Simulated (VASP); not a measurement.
# Al3GaN4 (P-43m) in VASP: notebook

Runs on Al3GaN4. Level: PBEsol. Tasks: single point, relaxation of the atoms.

Program: VASP 6.6.1. These are calculated values, not measurements. Logs are shortened: lines on timing, memory, paths and dates and some standing lists are left out, and cuts for length are marked.

**1. The cell of the first run**

The structure is cubic, space group P-43m (No. 215). Conventional cell: a = 4.407 Å, b = 4.407 Å, c = 4.407 Å, α = 90.00°, β = 90.00°, γ = 90.00°. Within 2.5 Å of Al (site symmetry -42m) lie 4 N at 1.90 Å. Ga (site symmetry -43m) has 4 N at 1.95 Å within 2.6 Å. Within 2.5 Å of N (site symmetry 3m) lie 3 Al at 1.90 Å and 1 Ga at 1.95 Å.

**2. Single point, PBEsol**

The input, INCAR:

```
SYSTEM = Al3GaN4
  PREC = Accurate
  ENCUT = 520
  EDIFF = 1E-7
  ISMEAR = 0
  SIGMA = 0.05
  LREAL = .False.
  LASPH = .True.
  NELM = 100
  ALGO = Normal
  ISIF = 2
  LWAVE = .False.
  LCHARG = .False.
  GGA = PS
  NBANDS = 31
```

The input, KPOINTS:

```
Automatic mesh
0
Gamma
  6 6 6
  0 0 0
```

The input, POSCAR:

```
Al3GaN4
1.0
    4.4069948406      0.0000000000      0.0000000000
    0.0000000000      4.4069948406      0.0000000000
    0.0000000000      0.0000000000      4.4069948406
Al Ga N
3 1 4
Direct
    0.5000000000      0.5000000000      0.0000000000
    0.5000000000      0.0000000000      0.5000000000
    0.0000000000      0.5000000000      0.5000000000
    0.0000000000      0.0000000000      0.0000000000
    0.7447077166      0.7447077166      0.2552922834
    0.7447077166      0.2552922834      0.7447077166
    0.2552922834      0.7447077166      0.7447077166
    0.2552922834      0.2552922834      0.2552922834
```

Potentials or basis: VASP PAW PBE potentials, release 64 (Al, Ga_d, N).

Run with:

```
cat potpaw_PBE.64/Al/POTCAR potpaw_PBE.64/Ga_d/POTCAR potpaw_PBE.64/N/POTCAR > POTCAR
mpirun -np 1 vasp_std > vasp.out
```

OUTCAR:

```text
SYSTEM = Al3GaN4
   PREC = Accurate
   ENCUT = 520
   EDIFF = 1E-7
   ISMEAR = 0
   LREAL = .False.
   LASPH = .True.
   NELM = 100
   ISIF = 2
   GGA = PS

 ion  position               nearest neighbor table
   1  0.500  0.500  0.000-   5 1.90   6 1.90   7 1.90   8 1.90   3 3.12   4 3.12   2 3.12   2 3.12
                             3 3.12   2 3.12   4 3.12   2 3.12   3 3.12   4 3.12   3 3.12   4 3.12
   2  0.500  0.000  0.500-   5 1.90   6 1.90   7 1.90   8 1.90   3 3.12   4 3.12   1 3.12   1 3.12
                             4 3.12   1 3.12   3 3.12   1 3.12   3 3.12   4 3.12   4 3.12   3 3.12
   3  0.000  0.500  0.500-   5 1.90   6 1.90   7 1.90   8 1.90   2 3.12   4 3.12   1 3.12   1 3.12
                             4 3.12   2 3.12   4 3.12   4 3.12   1 3.12   2 3.12   1 3.12   2 3.12
   4  0.000  0.000  0.000-   5 1.95   6 1.95   7 1.95   8 1.95   2 3.12   3 3.12   1 3.12   2 3.12
                             3 3.12   1 3.12   3 3.12   3 3.12   1 3.12   2 3.12   2 3.12   1 3.12
   5  0.745  0.745  0.255-   1 1.90   2 1.90   3 1.90   4 1.95
   6  0.745  0.255  0.745-   1 1.90   2 1.90   3 1.90   4 1.95
   7  0.255  0.745  0.745-   1 1.90   2 1.90   3 1.90   4 1.95
   8  0.255  0.255  0.255-   1 1.90   2 1.90   3 1.90   4 1.95

  LATTYP: Found a simple cubic cell.
 ALAT       =     4.4069948406

  Lattice vectors:

 A1 = (   4.4069948406,   0.0000000000,   0.0000000000)
 A2 = (   0.0000000000,   4.4069948406,   0.0000000000)
 A3 = (   0.0000000000,   0.0000000000,   4.4069948406)

Analysis of symmetry for initial positions (statically):
=====================================================================
 Subroutine PRICEL returns:
 Original cell was already a primitive cell.

 Routine SETGRP: Setting up the symmetry group for a
 simple cubic supercell.

 Subroutine GETGRP returns: Found 24 space group operations
 (whereof 24 operations were pure point group operations)
 out of a pool of 48 trial point group operations.

The static configuration has the point symmetry T_d .

Analysis of symmetry for dynamics (positions and initial velocities):
=====================================================================
 Subroutine PRICEL returns:
 Original cell was already a primitive cell.

 Routine SETGRP: Setting up the symmetry group for a
 simple cubic supercell.

 Subroutine GETGRP returns: Found 24 space group operations
 (whereof 24 operations were pure point group operations)
 out of a pool of 48 trial point group operations.

The dynamic configuration has the point symmetry T_d .

 Subroutine INISYM returns: Found 24 space group operations
 (whereof 24 operations are pure point group operations),
 and found     1 'primitive' translations

----------------------------------------------------------------------------------------

                                     Primitive cell

  volume of cell :      85.5909

  direct lattice vectors                    reciprocal lattice vectors
     4.406994841  0.000000000  0.000000000     0.226911997  0.000000000  0.000000000
     0.000000000  4.406994841  0.000000000     0.000000000  0.226911997  0.000000000
     0.000000000  0.000000000  4.406994841     0.000000000  0.000000000  0.226911997

  length of vectors
     4.406994841  4.406994841  4.406994841     0.226911997  0.226911997  0.226911997

  position of ions in fractional coordinates (direct lattice)
     0.500000000  0.500000000  0.000000000
     0.500000000  0.000000000  0.500000000
     0.000000000  0.500000000  0.500000000
     0.000000000  0.000000000  0.000000000
     0.744707717  0.744707717  0.255292283
     0.744707717  0.255292283  0.744707717
     0.255292283  0.744707717  0.744707717
     0.255292283  0.255292283  0.255292283

  ion indices of the primitive-cell ions
   primitive index   ion index
                 1           1
                 2           2
                 3           3
                 4           4
                 5           5
                 6           6
                 7           7
                 8           8

----------------------------------------------------------------------------------------

 KPOINTS: Automatic mesh

Automatic generation of k-mesh.
 Grid dimensions read from file:
 generate k-points for:    6    6    6

 Generating k-lattice:

  Cartesian coordinates                     Fractional coordinates (reciprocal lattice)
     0.037818666  0.000000000  0.000000000     0.166666667  0.000000000  0.000000000
     0.000000000  0.037818666  0.000000000     0.000000000  0.166666667  0.000000000
     0.000000000  0.000000000  0.037818666     0.000000000  0.000000000  0.166666667

  Length of vectors
     0.037818666  0.037818666  0.037818666

  Shift w.r.t. Gamma in fractional coordinates (k-lattice)
     0.000000000  0.000000000  0.000000000

 Subroutine IBZKPT returns following result:
 ===========================================

 Found     20 irreducible k-points:

 Following reciprocal coordinates:
            Coordinates               Weight
  0.000000  0.000000  0.000000      1.000000
  0.166667  0.000000  0.000000      6.000000
  0.333333  0.000000  0.000000      6.000000
  0.500000  0.000000  0.000000      3.000000
  0.166667  0.166667  0.000000     12.000000
  0.333333  0.166667  0.000000     24.000000
[... 12 lines left out ...]
  0.500000  0.500000  0.333333      6.000000
  0.500000  0.500000  0.500000      1.000000
   k-points           NKPTS =     20   k-points in BZ     NKDIM =     20   number of bands    NBANDS=     31
   number of dos      NEDOS =    301   number of ions     NIONS =      8
   total plane-waves  NPLWV =  46656
   dimension x,y,z NGX =    36 NGY =   36 NGZ =   36
   dimension x,y,z NGXF=    72 NGYF=   72 NGZF=   72
   ions per type =               3   1   4
   NGX,Y,Z   is equivalent  to a cutoff of  13.58, 13.58, 13.58 a.u.
   NGXF,Y,Z  is equivalent  to a cutoff of  27.16, 27.16, 27.16 a.u.
 SYSTEM =  Al3GaN4
   PREC   = accura    normal or accurate (medium, high low for compatibility)
   ISTART =      0    job   : 0-new  1-cont  2-samecut
   ICHARG =      2    charge: 1-file 2-atom 10-const
   ISPIN  =      1    spin polarized calculation?
   LNONCOLLINEAR =      F non collinear calculations
   LSORBIT =      F    spin-orbit coupling
   LASPH  =      T    aspherical Exc in radial PAW
   ENCUT  =  520.0 eV  38.22 Ry    6.18 a.u.   8.19  8.19  8.19*2*pi/ulx,y,z
   NELM   =    100;   NELMIN=  2; NELMDL= -5     # of ELM steps
   EDIFF  = 0.1E-06   stopping-criterion for ELM
   LREAL  =      F    real-space projection
   EDIFFG = 0.1E-05   stopping-criterion for IOM
   NSW    =      0    number of steps for IOM
   IBRION =     -1    ionic relax: 0-MD 1-quasi-New 2-CG
   NFREE  =      0    steps in history (QN), initial steepest desc. (CG)
   ISIF   =      2    stress and relaxation
   ISYM   =      2    0-nonsym 1-usesym 2-fastsym
   POTIM  = 0.5000    time-step for ionic-motion
   TEBEG  =    0.0;   TEEND  =   0.0 temperature during run
   PSTRESS=    0.0 pullay stress
   NELECT =      42.0000    total number of electrons
   NUPDOWN=      -1.0000    fix difference up-down
   EMIN   =  10.00;   EMAX   =-10.00  energy-range for DOS
   EFERMI =   0.00;   METHOD = LEGACY
   ISMEAR =     0;   SIGMA  =   0.05  broadening in eV -4-tet -1-fermi 0-gaus
   EFERMI_NEDOS =   21; number of points for ismear=-14 and -15
   IALGO  =     38    algorithm
   IMIX   =      4    mixing-type and parameters
     AMIX     =   0.40;   BMIX     =  1.00
     AMIX_MAG =   1.60;   BMIX_MAG =  1.00
  volume/ion in A,a.u.               =      10.70        72.20
  Fermi-wavevector in a.u.,A,eV,Ry     =   1.291265  2.440137 22.685883  1.667365
  Thomas-Fermi vector in A             =   2.423046
   LORBIT       =      0    0 simple, 1 ext, 2 COOP (PROOUT), +10 PAW based schemes
   GGA     = PS    functional components
   LHFCALC =     F    Hartree Fock is set to
   AEXX    =    0.0000 exact exchange contribution
   IVDW    =     0    specifies the selected vdW correction
   LEPSILON=     F    determine dielectric tensor
   LRPA    =     F    only Hartree local field effects (RPA)
 non-spin polarized calculation
 Gauss-broadening in eV      SIGMA  =   0.05
  energy-cutoff  :      520.00
  volume of cell :       85.59
 maximum number of plane-waves:      2325
 NGX is ok and might be reduce to    36
   NGX = 17   NGY = 17   NGZ = 17

 number of electron      41.9999989 magnetization

 Free energy of the ion-electron system (eV)
  ---------------------------------------------------
  ext. energy  EPLUGINS =         0.00000000
  ---------------------------------------------------
  free energy    TOTEN  =       -59.95109928 eV

  energy without entropy =      -59.95109928  energy(sigma->0) =      -59.95109928

 E-fermi :   5.8362     XC(G=0): -11.3281

 val. band max:        5.6175980563   @ k =   0.0000   0.0000   0.0000
 cond. band min:       8.9339620652   @ k =   0.0000   0.0000   0.0000
 fundamental gap:      3.3163640089
 Fermi energy:         5.8361776898

 k-point     1 :       0.0000    0.0000    0.0000
  band No.  band energies     occupation
      1      -9.5381      2.00000
      2      -7.7794      2.00000
      3      -7.7794      2.00000
      4      -7.7794      2.00000
      5      -6.9916      2.00000
      6      -6.9916      2.00000
[... 23 lines left out ...]
     30      17.4525      0.00000
     31      17.4525      0.00000

 k-point     2 :       0.1667    0.0000    0.0000
  band No.  band energies     occupation
      1      -9.4102      2.00000
      2      -7.8375      2.00000
      3      -7.7865      2.00000
      4      -7.7865      2.00000
      5      -6.9902      2.00000
      6      -6.9868      2.00000
[... 23 lines left out ...]
     30      17.6460      0.00000
     31      17.6460      0.00000

 k-point     3 :       0.3333    0.0000    0.0000
  band No.  band energies     occupation
      1      -9.0515      2.00000
      2      -8.0674      2.00000
      3      -7.8004      2.00000
      4      -7.8004      2.00000
      5      -6.9873      2.00000
      6      -6.9732      2.00000
[... 23 lines left out ...]
     30      17.4336      0.00000
     31      17.9589      0.00000

 k-point     4 :       0.5000    0.0000    0.0000
  band No.  band energies     occupation
      1      -8.6285      2.00000
      2      -8.4414      2.00000
      3      -7.8071      2.00000
      4      -7.8071      2.00000
      5      -6.9859      2.00000
      6      -6.9560      2.00000
[... 23 lines left out ...]
     30      16.6935      0.00000
     31      16.9441      0.00000

 k-point     5 :       0.1667    0.1667    0.0000
  band No.  band energies     occupation
      1      -9.2875      2.00000
      2      -7.8604      2.00000
      3      -7.8232      2.00000
      4      -7.7868      2.00000
      5      -6.9870      2.00000
      6      -6.9837      2.00000
[... 23 lines left out ...]
     30      17.5549      0.00000
     31      17.6921      0.00000
[... 406 lines left out ...]
     30      16.8127      0.00000
     31      16.8811      0.00000

 k-point    18 :       0.5000    0.3333    0.3333
  band No.  band energies     occupation
      1      -8.2582      2.00000
      2      -8.1437      2.00000
      3      -8.0481      2.00000
      4      -7.6540      2.00000
      5      -6.9624      2.00000
      6      -6.9558      2.00000
[... 23 lines left out ...]
     30      16.5179      0.00000
     31      16.7393      0.00000

 k-point    19 :       0.5000    0.5000    0.3333
  band No.  band energies     occupation
      1      -8.1565      2.00000
      2      -8.1290      2.00000
      3      -8.1290      2.00000
      4      -7.6104      2.00000
      5      -6.9583      2.00000
      6      -6.9536      2.00000
[... 23 lines left out ...]
     30      16.4934      0.00000
     31      16.5187      0.00000

 k-point    20 :       0.5000    0.5000    0.5000
  band No.  band energies     occupation
      1      -8.1315      2.00000
      2      -8.1315      2.00000
      3      -8.1315      2.00000
      4      -7.5853      2.00000
      5      -6.9534      2.00000
      6      -6.9534      2.00000
[... 23 lines left out ...]
     30      16.2613      0.00000
     31      16.2945      0.00000

------------------------ aborting loop because EDIFF is reached ----------------------------------------

  FORCE on cell =-STRESS in cart. coord.  units (eV):
  Direction    XX          YY          ZZ          XY          YZ          ZX
  --------------------------------------------------------------------------------------
  -------------------------------------------------------------------------------------
  Total       -0.0204239     -0.0204239     -0.0204239     -0.0000000      0.0000000     -0.0000000
  in kB       -0.3823149     -0.3823149     -0.3823149     -0.0000000      0.0000000     -0.0000000
  external PRESSURE =      -0.3823149 kB  Pullay stress =       0.0000000 kB

 VOLUME and BASIS-vectors are now :
 -----------------------------------------------------------------------------
  energy-cutoff  :      520.00
  volume of cell :       85.59
      direct lattice vectors                 reciprocal lattice vectors
     4.406994841  0.000000000  0.000000000     0.226911997  0.000000000  0.000000000
     0.000000000  4.406994841  0.000000000     0.000000000  0.226911997  0.000000000
     0.000000000  0.000000000  4.406994841     0.000000000  0.000000000  0.226911997

 POSITION                                       TOTAL-FORCE (eV/Angst)
 -----------------------------------------------------------------------------------
      2.20350      2.20350      0.00000         0.000000     -0.000000      0.000000
      2.20350      0.00000      2.20350        -0.000000      0.000000     -0.000000
      0.00000      2.20350      2.20350         0.000000     -0.000000      0.000000
      0.00000      0.00000      0.00000        -0.000000      0.000000      0.000000
      3.28192      3.28192      1.12507         0.004636      0.004636     -0.004636
      3.28192      1.12507      3.28192         0.004636     -0.004636      0.004636
      1.12507      3.28192      3.28192        -0.004636      0.004636      0.004636
      1.12507      1.12507      1.12507        -0.004636     -0.004636     -0.004636
 -----------------------------------------------------------------------------------
    total drift:                                0.000000      0.000000      0.000000

  FREE ENERGIE OF THE ION-ELECTRON SYSTEM (eV)
  ---------------------------------------------------
  free  energy   TOTEN  =       -59.9510992754 eV

  energy  without entropy=      -59.9510992754  energy(sigma->0) =      -59.95109928
```

It took 50 s on 1 thread of Intel Xeon 6975P-C (Granite Rapids), shared host; peak memory 0.21 GiB.

Results:

| Property | Result |
| --- | --- |
| Free energy | -59.9511 eV |
| Pressure | 0.0 GPa |
| Largest force | 0.008 eV/Å |
| Band gap on the k mesh | 3.32 eV, direct |

Forces in eV/Å, atoms in the order of the input:
```
Al   0.000  0.000  0.000
Al   0.000  0.000  0.000
Al   0.000  0.000  0.000
Ga   0.000  0.000  0.000
N    0.005  0.005 -0.005
N    0.005 -0.005  0.005
N   -0.005  0.005  0.005
N   -0.005 -0.005 -0.005
```

Caveat: the PAW data sets were made with another functional, which shifts forces and pressure a little. A k mesh can miss the band edges.

(Part 1 of 2 ends here.)
